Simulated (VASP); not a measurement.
The system is Fe.

```xyz
1
Lattice="0.0000 1.8395 1.8395 1.8395 0.0000 1.8395 1.8395 1.8395 0.0000" Properties=species:S:1:pos:R:3 pbc="T T T"
Fe    0.0000    0.0000    0.0000
```

Base run:

```yaml
Program: VASP 6.6.1
Functional: PBE
Potentials_or_basis: VASP PAW PBE potentials, release 64 (Fe)
Cutoff: 520 eV
k_mesh: 12 × 12 × 12
Occupations: fermi-dirac, width 0.1 eV
Spin: collinear spin, ferromagnetic start
Starting_moments: "[1.15] μB"
Fixed_moment: 1.15 μB
```

Its results: pressure -28.1 GPa; net moment 1.15 μB per cell; site moments Fe +1.16 μB.

Q: The run is repeated on the same cell with these changes: fixed moment from 1.15 μB to none; moments at the start from [1.15] to [4.0]. What comes out?

A: Pressure -5.1 GPa; net moment 2.63 μB per cell; site moments Fe +2.63 μB.

Caveats: the total moment is fixed, so each spin has its own Fermi level (some runs).
